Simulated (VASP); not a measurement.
The system is As.

```xyz
2
Lattice="4.0508 0.0000 0.0000 -2.0254 3.5081 0.0000 0.0000 0.0000 3.2172" Properties=species:S:1:pos:R:3 pbc="T T T"
As    2.0254    1.1694    1.4409
As    0.0000    2.3387    1.7763
```

- Program: VASP 6.6.1
- Task: relaxation of cell and atoms
- Functional: PBE
- Potentials or basis: VASP PAW PBE potentials, release 64 (As)
- Cutoff: 600 eV
- k mesh: 6 × 6 × 6
- Occupations: gaussian, width 0.1 eV
- Spin: no spin polarisation

At the start: pressure 13.8 GPa; volume 22.86 Å³/atom.

Q: Where does the relaxation end?

A: Over 20 steps the energy falls by 455.2 meV/atom and the volume is 25.74 Å³/atom (+12.6 %); space group P6/mmm (No. 191, to 0.05 Å).

Step by step:
| step | energy change (eV) | largest force (eV/Å) | pressure (GPa) | volume (Å³) |
| --- | --- | --- | --- | --- |
| 1 | 0.0000 | 0.6967 | 13.83 | 45.72 |
| 2 | -0.5367 | 0.3987 | -6.04 | 59.55 |
| 3 | -0.6143 | 0.1425 | -2.27 | 55.10 |
| 4 | -0.6150 | 0.1718 | -2.61 | 55.44 |
| 5 | -0.7212 | 0.3072 | -1.62 | 53.10 |
| 6 | -0.7419 | 0.2681 | -0.62 | 52.29 |
| 7 | -0.7991 | 0.2877 | 0.95 | 50.63 |
| 8 | -0.6932 | 0.3687 | 5.40 | 47.17 |
| 9 | -0.8340 | 0.3374 | 2.14 | 49.64 |
| 10 | -0.8342 | 0.3591 | 3.01 | 49.13 |
| 11 | -0.8360 | 0.3498 | 2.61 | 49.36 |
| 12 | -0.7835 | 0.3417 | 1.23 | 51.32 |
| 13 | -0.8476 | 0.3665 | 2.08 | 49.92 |
| 14 | -0.8684 | 0.3016 | -1.48 | 52.80 |
| 15 | -0.8701 | 0.3158 | -0.78 | 52.16 |
| 16 | -0.8830 | 0.2565 | -0.60 | 52.02 |
| 17 | -0.9058 | 0.0919 | -0.10 | 51.62 |
| 18 | -0.9089 | 0.0163 | 0.14 | 51.42 |
| 19 | -0.9001 | 0.0252 | 0.29 | 51.64 |
| 20 | -0.9104 | 0.0062 | 0.14 | 51.48 |

Final structure:
```yaml
crystal:
  lattice:
    - [4.67427, 0.00000, 0.00000]
    - [-2.33713, 4.04803, 0.00000]
    - [0.00000, 0.00000, 2.72095]
  atoms:
    - { symbol: As, position: [0.66667, 0.33333, 0.49905] }
    - { symbol: As, position: [0.33333, 0.66667, 0.50095] }
```

Caveat: this functional lacks dispersion, which binds the layers, so the pressure and a relaxed spacing across them are unreliable.
